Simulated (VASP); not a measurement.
Input of a VASP 6.6.1 run:

Contents of INCAR:

```
SYSTEM = CoNiO2
PREC = Accurate ; ENCUT = 700
EDIFF = 1E-6 ; ISMEAR = -1
SIGMA = 0.05 ; LREAL = .False.
LASPH = .True. ; NELM = 200
ALGO = Normal ; ISIF = 2
LWAVE = .False. ; LCHARG = .True.
ISPIN = 2 ; MAGMOM = 0.266667 0.533333 0 0
LORBIT = 11 ; NUPDOWN = 0.8
LMAXMIX = 4 ; GGA = PS
LELF = .True. ; LVHAR = .True.
NBANDS = 36 ; GGA_COMPAT = .False.
```

Contents of KPOINTS:

```
regular mesh
0
Gamma
  7 7 5
  0 0 0
```

Contents of POSCAR:

```
CoNiO2
1.0
    3.0143330000      0.0000000000      0.0000000000
    0.0000000000      3.0143330000      0.0000000000
    0.0000000000      0.0000000000      4.2222850000
Ni Co O
1 1 2
Direct
    0.0000000000      0.0000000000      0.0000000000
    0.5000000000      0.5000000000      0.5000000000
    0.0000000000      0.0000000000      0.5000000000
    0.5000000000      0.5000000000      0.0000000000
```

Potentials or basis: VASP PAW PBE potentials, release 64 (Ni_sv_GW, Co_sv, O).

Command:

```sh
$ cat potpaw_PBE.64/Ni_sv_GW/POTCAR potpaw_PBE.64/Co_sv/POTCAR potpaw_PBE.64/O/POTCAR > POTCAR
$ mpirun -np 1 vasp_std > vasp.out
```

Task: Estimate the pressure.

Result: -23.4 GPa.

Stress tensor (GPa, compression positive):
```
-23.60   0.00   0.00
  0.00 -23.60   0.00
  0.00   0.00 -23.03
```

Caveat: the cell stands under tension; the PAW data sets were made with another functional, which shifts forces and pressure a little; the total moment is fixed, so each spin has its own Fermi level and the state may be an excited one.
